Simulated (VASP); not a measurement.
A run of VASP 6.6.1 is set up as follows.

Contents of INCAR:

```
SYSTEM = AsSe4
ALGO = Normal ; EDIFF = 1E-7
ENCUT = 520 ; GGA = PE
ISIF = 2 ; ISMEAR = 0
LASPH = .True. ; LCHARG = .False.
LREAL = .False. ; LWAVE = .False.
NBANDS = 22 ; NELM = 100
PREC = Accurate ; SIGMA = 0.1
```

File KPOINTS:

```
k-points
0
Gamma
  4 4 4
  0 0 0
```

File POSCAR:

```
AsSe4
1.0
   -3.6816751100      3.6816751100      2.2648879400
    3.6816751100     -3.6816751100      2.2648879400
    3.6816751100      3.6816751100     -2.2648879400
As Se
1 4
Direct
    0.0000000000      0.0000000000      0.0000000000
    0.7971775700      0.6023538900      0.3995314500
    0.2028224300      0.3976461100      0.6004685500
    0.6023538900      0.2028224300      0.8051763200
    0.3976461100      0.7971775700      0.1948236800
```

Potentials or basis: VASP PAW PBE potentials, release 64 (As, Se).

The run is started by

```sh
$ cat potpaw_PBE.64/As/POTCAR potpaw_PBE.64/Se/POTCAR > POTCAR
$ mpirun -np 1 vasp_std > vasp.out
```

(1) Predict the pressure.

(2) What does it give for the largest force?

(3) Estimate the band gap on the k mesh.

Answers

(1) -8.7 GPa.

(2) 0.401 eV/Å.

(3) zero (an odd number of electrons rules out a gap without spin polarisation).

Caveat: the k points lie up to 0.41 Å⁻¹ apart, too coarse for converged energies and pressures of a metal.
